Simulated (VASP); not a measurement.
Write the native input for VASP 6.6.1 that does the following.

| Item | Value |
| --- | --- |
| Task | single point |
| Functional | PBEsol |
| Potentials or basis | VASP PAW PBE potentials, release 64 (Al, Ga_d, N) |
| Cutoff | 520 eV |
| k mesh | 6 × 8 × 6 |
| Occupations | gaussian, width 0.05 eV |
| Spin | no spin polarisation |
| Dipole correction | no |
| Further INCAR settings | ALGO = Normal; EDIFF = 1e-07; NBANDS = 41 |

The structure of AlGa3N4 lies in POSCAR:

```
AlGa3N4
1.0
    5.1423511994      0.0000000000      0.0001215027
    0.0000000000      3.1649848006      0.0000000000
   -0.0035856898      0.0000000000      5.4784941377
Al Ga N
1 3 4
Direct
    0.0076773341      0.5000000000      0.6639572091
    0.5000145618      0.5000000000      0.3345546246
    0.4983085987      0.0000000000      0.8316206419
    0.9987150172      0.0000000000      0.1659508059
    0.1132273982      0.5000000000      0.3667974711
    0.1186884007      0.0000000000      0.8078123881
    0.6262222917      0.0000000000      0.1772870195
    0.6220431265      0.5000000000      0.6572829250
```

This cell differs from its parent crystal: atoms displaced along a vibrational mode.

One way to write it, as run:

INCAR

```
ALGO = Normal
EDIFF = 1E-7
ENCUT = 520
GGA = PS
ISIF = 2
ISMEAR = 0
LASPH = True
LCHARG = False
LREAL = False
LWAVE = False
NBANDS = 41
NELM = 100
PREC = Accurate
SIGMA = 0.05
```

KPOINTS

```
k-points
0
Gamma
  6 8 6
```

Potentials or basis: VASP PAW PBE potentials, release 64 (Al, Ga_d, N).

The run is started by

```console
$ cat potpaw_PBE.64/Al/POTCAR potpaw_PBE.64/Ga_d/POTCAR potpaw_PBE.64/N/POTCAR > POTCAR
$ mpirun -np 1 vasp_std > vasp.out
```

It gave:

```json
{
 "Pressure": "2.2 GPa",
 "Largest force": "5.132 eV/Å",
 "Band gap on the k mesh": "2.30 eV"
}
```

Caveat: the cell differs from its parent crystal (atoms displaced along a vibrational mode); the PAW data sets were made with another functional, which shifts forces and pressure a little.

Run time: 6.5 min on 1 thread of Intel(R) Xeon(R) Platinum 8488C (Sapphire Rapids), on a shared host, peak memory 0.39 GiB.
